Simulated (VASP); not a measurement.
# Mg2Si in VASP: single point with PBE+D3(BJ)

Aim: the single point of Mg2Si with PBE+D3(BJ).

Everything below comes from runs of VASP 6.6.1. Logs are shortened: lines on timing, memory, paths and dates and some standing lists are left out, and cuts for length are marked.

## 1. The cell of the first run

The cell holds a slab with vacuum, 18 atoms: a = 8.872 Å, b = 6.274 Å, c = 20.436 Å, α = 90.00°, β = 90.00°, γ = 90.00°.

## 2. Single point, PBE+D3(BJ)

INCAR reads:

```
SYSTEM = Mg2Si
PREC     = Accurate       ! precision mode
ENCUT    = 520            ! plane-wave cutoff, eV
EDIFF    = 1E-6           ! SCF threshold, eV
ISMEAR   = 0              ! smearing method
SIGMA    = 0.05           ! smearing width, eV
LREAL    = Auto         
LASPH    = .TRUE.         ! aspherical terms in the spheres
NELM     = 100            ! most SCF steps
ALGO     = Normal         ! electronic algorithm
ISIF     = 2              ! what is computed and relaxed
LWAVE    = .FALSE.        ! write WAVECAR
LCHARG   = .FALSE.        ! write CHGCAR
LDIPOL   = .TRUE.       
IDIPOL   = 3            
DIPOL    = 0.5 0.5 0.501
GGA      = PE             ! functional
IVDW     = 12             ! dispersion correction
NBANDS   = 39             ! bands
```

KPOINTS reads:

```
Automatic mesh
0
G
  2 3 1
  0 0 0
```

POSCAR reads:

```
Mg2Si
1.0
    8.8723031286      0.0000000000      0.0000000000
    0.0000000000      6.2736657070      0.0000000000
    0.0000000000      0.0000000000     20.4361515643
Mg Si
12 6
Direct
    0.5000000000      0.7500000000      0.3914631370
    0.0000000000      0.7500000000      0.3914631370
    0.5000000000      0.2500000000      0.3914631370
    0.0000000000      0.2500000000      0.3914631370
    0.7500000000      0.2621336283      0.5022128078
    0.2500000000      0.2621336283      0.5022128078
    0.7500000000      0.7378663717      0.5022128078
    0.2500000000      0.7378663717      0.5022128078
    0.0000000000      0.7341746768      0.6083774332
    0.5000000000      0.7341746768      0.6083774332
    0.0000000000      0.2658253232      0.6083774332
    0.5000000000      0.2658253232      0.6083774332
    0.2500000000      0.5000000000      0.3914631370
    0.7500000000      0.5000000000      0.3914631370
    0.5000000000      0.0000000000      0.5018520679
    0.0000000000      0.0000000000      0.5018520679
    0.7500000000      0.5000000000      0.6154571083
    0.2500000000      0.5000000000      0.6154571083
```

Potentials or basis: VASP PAW PBE potentials, release 64 (Mg, Si).

Command:

```bash
$ cat potpaw_PBE.64/Mg/POTCAR potpaw_PBE.64/Si/POTCAR > POTCAR
$ mpirun -np 1 vasp_std > vasp.out
```

OUTCAR:

```text
SYSTEM = Mg2Si
   PREC = Accurate
   ENCUT = 520
   EDIFF = 1E-6
   ISMEAR = 0
   LREAL = Auto
   LASPH = .TRUE.
   NELM = 100
   ISIF = 2
   GGA = PE
   IVDW = 12
 IVDW          = 12

 ion  position               nearest neighbor table
   1  0.500  0.750  0.391-  13 2.72  14 2.72  15 2.75   3 3.14   3 3.14   7 3.17   8 3.17
   2  0.000  0.750  0.391-  13 2.72  14 2.72  16 2.75   4 3.14   4 3.14   7 3.17   8 3.17
   3  0.500  0.250  0.391-  13 2.72  14 2.72  15 2.75   1 3.14   1 3.14   5 3.17   6 3.17
   4  0.000  0.250  0.391-  13 2.72  14 2.72  16 2.75   2 3.14   2 3.14   5 3.17   6 3.17
   5  0.750  0.262  0.502-  14 2.71  17 2.75  16 2.76  15 2.76   7 2.98  11 3.10  12 3.10   4 3.17
                             3 3.17   7 3.29
   6  0.250  0.262  0.502-  13 2.71  18 2.75  16 2.76  15 2.76   8 2.98  11 3.10  12 3.10   4 3.17
                             3 3.17   8 3.29
   7  0.750  0.738  0.502-  14 2.71  17 2.75  16 2.76  15 2.76   5 2.98   9 3.10  10 3.10   2 3.17
                             1 3.17   5 3.29
   8  0.250  0.738  0.502-  13 2.71  18 2.75  16 2.76  15 2.76   6 2.98   9 3.10  10 3.10   2 3.17
                             1 3.17   6 3.29
   9  0.000  0.734  0.608-  17 2.66  18 2.66  16 2.74  11 2.94   7 3.10   8 3.10  11 3.34
  10  0.500  0.734  0.608-  17 2.66  18 2.66  15 2.74  12 2.94   7 3.10   8 3.10  12 3.34
  11  0.000  0.266  0.608-  17 2.66  18 2.66  16 2.74   9 2.94   5 3.10   6 3.10   9 3.34
  12  0.500  0.266  0.608-  17 2.66  18 2.66  15 2.74  10 2.94   5 3.10   6 3.10  10 3.34
  13  0.250  0.500  0.391-   6 2.71   8 2.71   3 2.72   4 2.72   1 2.72   2 2.72
[... 15 lines left out ...]
 A1 = (   0.0000000000,  -6.2736657070,   0.0000000000)
 A2 = (   8.8723031286,   0.0000000000,   0.0000000000)
 A3 = (   0.0000000000,   0.0000000000,  20.4361515643)

Analysis of symmetry for initial positions (statically):
=====================================================================
 Subroutine PRICEL returns following result:

  LATTYP: Found a simple orthorhombic cell.
 ALAT       =     4.4361515643
 B/A-ratio  =     1.4142135624
 C/A-ratio  =     4.6067297900

  Lattice vectors:

 A1 = (   4.4361515643,   0.0000000000,   0.0000000000)
 A2 = (   0.0000000000,   6.2736657070,   0.0000000000)
 A3 = (   0.0000000000,   0.0000000000,  20.4361515643)

   2 primitive cells build up your supercell.

 Routine SETGRP: Setting up the symmetry group for a
 simple orthorhombic supercell.

 Subroutine GETGRP returns: Found  4 space group operations
 (whereof  4 operations were pure point group operations)
 out of a pool of  8 trial point group operations.

The static configuration has the point symmetry C_2v.

Analysis of symmetry for dynamics (positions and initial velocities):
=====================================================================
 Subroutine PRICEL returns following result:

  LATTYP: Found a simple orthorhombic cell.
 ALAT       =     4.4361515643
 B/A-ratio  =     1.4142135624
 C/A-ratio  =     4.6067297900

  Lattice vectors:

 A1 = (   4.4361515643,   0.0000000000,   0.0000000000)
 A2 = (   0.0000000000,   6.2736657070,   0.0000000000)
 A3 = (   0.0000000000,   0.0000000000,  20.4361515643)

   2 primitive cells build up your supercell.

 Routine SETGRP: Setting up the symmetry group for a
 simple orthorhombic supercell.

 Subroutine GETGRP returns: Found  4 space group operations
 (whereof  4 operations were pure point group operations)
 out of a pool of  8 trial point group operations.

The dynamic configuration has the point symmetry C_2v.

 Subroutine INISYM returns: Found  4 space group operations
 (whereof  4 operations are pure point group operations),
 and found     2 'primitive' translations

----------------------------------------------------------------------------------------

                                     Primitive cell

  volume of cell :     568.7571

  direct lattice vectors                    reciprocal lattice vectors
     4.436151564  0.000000000  0.000000000     0.225420612  0.000000000  0.000000000
     0.000000000  6.273665707  0.000000000     0.000000000  0.159396443  0.000000000
     0.000000000  0.000000000 20.436151564     0.000000000  0.000000000  0.048932892

  length of vectors
     4.436151564  6.273665707 20.436151564     0.225420612  0.159396443  0.048932892

  position of ions in fractional coordinates (direct lattice)
     0.000000000  0.750000000  0.391463137
     0.000000000  0.250000000  0.391463137
[... 28 lines left out ...]
 Generating k-lattice:

  Cartesian coordinates                     Fractional coordinates (reciprocal lattice)
     0.056355153  0.000000000  0.000000000     0.500000000  0.000000000  0.000000000
     0.000000000  0.053132148  0.000000000     0.000000000  0.333333333  0.000000000
     0.000000000  0.000000000  0.048932892     0.000000000  0.000000000  1.000000000

  Length of vectors
     0.056355153  0.053132148  0.048932892

  Shift w.r.t. Gamma in fractional coordinates (k-lattice)
     0.000000000  0.000000000  0.000000000

 Subroutine IBZKPT returns following result:
 ===========================================

 Found      4 irreducible k-points:

 Following reciprocal coordinates:
            Coordinates               Weight
  0.000000  0.000000  0.000000      1.000000
  0.500000  0.000000  0.000000      1.000000
  0.000000  0.333333  0.000000      2.000000
  0.500000  0.333333  0.000000      2.000000
   k-points           NKPTS =      4   k-points in BZ     NKDIM =      4   number of bands    NBANDS=     39
   number of dos      NEDOS =    301   number of ions     NIONS =     18
   total plane-waves  NPLWV = 537600
   dimension x,y,z NGX =    70 NGY =   48 NGZ =  160
   dimension x,y,z NGXF=   140 NGYF=   96 NGZF=  320
   ions per type =              12   6
   NGX,Y,Z   is equivalent  to a cutoff of  13.12, 12.72, 13.02 a.u.
   NGXF,Y,Z  is equivalent  to a cutoff of  26.23, 25.44, 26.03 a.u.
 SYSTEM =  Mg2Si
   PREC   = accura    normal or accurate (medium, high low for compatibility)
   ISTART =      0    job   : 0-new  1-cont  2-samecut
   ICHARG =      2    charge: 1-file 2-atom 10-const
   ISPIN  =      1    spin polarized calculation?
   LNONCOLLINEAR =      F non collinear calculations
   LSORBIT =      F    spin-orbit coupling
   LASPH  =      T    aspherical Exc in radial PAW
   ENCUT  =  520.0 eV  38.22 Ry    6.18 a.u.  16.50 11.66 38.00*2*pi/ulx,y,z
   NELM   =    100;   NELMIN=  2; NELMDL= -5     # of ELM steps
   EDIFF  = 0.1E-05   stopping-criterion for ELM
   LREAL  =      T    real-space projection
   EDIFFG = 0.1E-04   stopping-criterion for IOM
   NSW    =      0    number of steps for IOM
   IBRION =     -1    ionic relax: 0-MD 1-quasi-New 2-CG
   NFREE  =      0    steps in history (QN), initial steepest desc. (CG)
   ISIF   =      2    stress and relaxation
   ISYM   =      2    0-nonsym 1-usesym 2-fastsym
   POTIM  = 0.5000    time-step for ionic-motion
   TEBEG  =    0.0;   TEEND  =   0.0 temperature during run
   PSTRESS=    0.0 pullay stress
   NELECT =      48.0000    total number of electrons
   NUPDOWN=      -1.0000    fix difference up-down
   EMIN   =  10.00;   EMAX   =-10.00  energy-range for DOS
   EFERMI =   0.00;   METHOD = LEGACY
   ISMEAR =     0;   SIGMA  =   0.05  broadening in eV -4-tet -1-fermi 0-gaus
   EFERMI_NEDOS =   21; number of points for ismear=-14 and -15
   IALGO  =     38    algorithm
   IMIX   =      4    mixing-type and parameters
     AMIX     =   0.40;   BMIX     =  1.00
     AMIX_MAG =   1.60;   BMIX_MAG =  1.00
  volume/ion in A,a.u.               =      63.20       426.46
  Fermi-wavevector in a.u.,A,eV,Ry     =   0.569949  1.077048  4.419748  0.324842
  Thomas-Fermi vector in A             =   1.609800
   LORBIT       =      0    0 simple, 1 ext, 2 COOP (PROOUT), +10 PAW based schemes
   GGA     = PE    functional components
   LHFCALC =     F    Hartree Fock is set to
   AEXX    =    0.0000 exact exchange contribution
   IVDW    =    12    specifies the selected vdW correction
   LEPSILON=     F    determine dielectric tensor
   LRPA    =     F    only Hartree local field effects (RPA)
 non-spin polarized calculation
 Gauss-broadening in eV      SIGMA  =   0.05
  energy-cutoff  :      520.00
  volume of cell :     1137.51
 maximum number of plane-waves:     30713
 NGX is ok and might be reduce to    70
   NGX = 33   NGY = 23   NGZ = 75

 dipolmoment           0.000000      0.000000     -0.000003 electrons x Angstroem

 number of electron      48.0000000 magnetization

 dipolmoment           0.000000      0.000000      0.016207 electrons x Angstroem

 Free energy of the ion-electron system (eV)
  ---------------------------------------------------
  ext. energy  EPLUGINS =         0.00000000
  ---------------------------------------------------
  free energy    TOTEN  =       -46.96249091 eV

  energy without entropy =      -46.93847241  energy(sigma->0) =      -46.95048166

 E-fermi :  -1.4570     XC(G=0):  -3.7728

 val. band max:       -1.4700742872   @ k =   0.0000   0.0000   0.0000
 cond. band min:      -1.4533512166   @ k =   0.0000   0.3333   0.0000
 fundamental gap:      0.0167230706
 Fermi energy:        -1.4569886792

 k-point     1 :       0.0000    0.0000    0.0000
  band No.  band energies     occupation
      1     -10.1164      2.00000
      2      -9.0545      2.00000
      3      -8.8952      2.00000
      4      -8.5852      2.00000
      5      -8.3982      2.00000
      6      -8.1088      2.00000
[... 145 lines left out ...]
     35       1.9835      0.00000
     36       1.9835      0.00000
 [bands above 36 left out]

------------------------ aborting loop because EDIFF is reached ----------------------------------------

 vacuum level on the upper side and lower side of the slab       (xc-potential included)        -0.062        -0.111

 Edisp (eV)   -3.66561

 E8    (eV) :    -1.6438

  FORCE on cell =-STRESS in cart. coord.  units (eV):
  Direction    XX          YY          ZZ          XY          YZ          ZX
  --------------------------------------------------------------------------------------
  -------------------------------------------------------------------------------------
  Total      -8.35357    -3.64283    -0.12943     0.00000     0.00000     0.00000
  in kB     -11.76592    -5.13089    -0.18230     0.00000     0.00000     0.00000
  external pressure =       -5.69 kB  Pullay stress =        0.00 kB

 VOLUME and BASIS-vectors are now :
 -----------------------------------------------------------------------------
  energy-cutoff  :      520.00
  volume of cell :     1137.51
      direct lattice vectors                 reciprocal lattice vectors
     8.872303129  0.000000000  0.000000000     0.112710306  0.000000000  0.000000000
     0.000000000  6.273665707  0.000000000     0.000000000  0.159396443  0.000000000
     0.000000000  0.000000000 20.436151564     0.000000000  0.000000000  0.048932892

 POSITION                                       TOTAL-FORCE (eV/Angst)
 -----------------------------------------------------------------------------------
      4.43615      4.70525      8.00000        -0.000000     -0.522463      0.120708
      0.00000      4.70525      8.00000        -0.000000     -0.522463      0.120708
      4.43615      1.56842      8.00000         0.000000      0.522463      0.120708
      0.00000      1.56842      8.00000         0.000000      0.522463      0.120708
      6.65423      1.64454     10.26330         0.000000     -0.010452     -0.011008
      2.21808      1.64454     10.26330         0.000000     -0.010452     -0.011008
[... 10 lines left out ...]
      6.65423      3.13683     12.57757         0.000000      0.000000      0.016768
      2.21808      3.13683     12.57757         0.000000     -0.000000      0.016768
 -----------------------------------------------------------------------------------
    total drift:                               -0.000000     -0.000000      0.004704

  FREE ENERGIE OF THE ION-ELECTRON SYSTEM (eV)
  ---------------------------------------------------
  free  energy   TOTEN  =       -50.6281046784 eV

  energy  without entropy=      -50.6040861782  energy(sigma->0) =      -50.61609543

 vacuum level on the upper side and lower side of the slab         2.575         2.526
```

Wall time 5.1 min (1 thread of Intel Xeon 6975P-C (Granite Rapids), shared host); peak memory 0.92 GiB.

What came out:

```
Free energy                : -50.6281 eV
Largest force              : 0.536 eV/Å
Band gap on the k mesh     : zero (bands 24 and 25 overlap by 0.02 eV)
Dispersion energy per atom : -0.204 eV
```

Forces on the atoms (eV/Å):
```
Mg   0.000 -0.522  0.121
Mg   0.000 -0.522  0.121
Mg   0.000  0.522  0.121
Mg   0.000  0.522  0.121
Mg   0.000 -0.010 -0.011
Mg   0.000 -0.010 -0.011
Mg   0.000  0.010 -0.011
Mg   0.000  0.010 -0.011
Mg   0.000 -0.002 -0.010
Mg   0.000 -0.002 -0.010
Mg   0.000  0.002 -0.010
Mg   0.000  0.002 -0.010
Si   0.000  0.000 -0.224
Si   0.000  0.000 -0.224
Si   0.000  0.000  0.007
Si   0.000  0.000  0.007
Si   0.000  0.000  0.017
Si   0.000  0.000  0.017
```
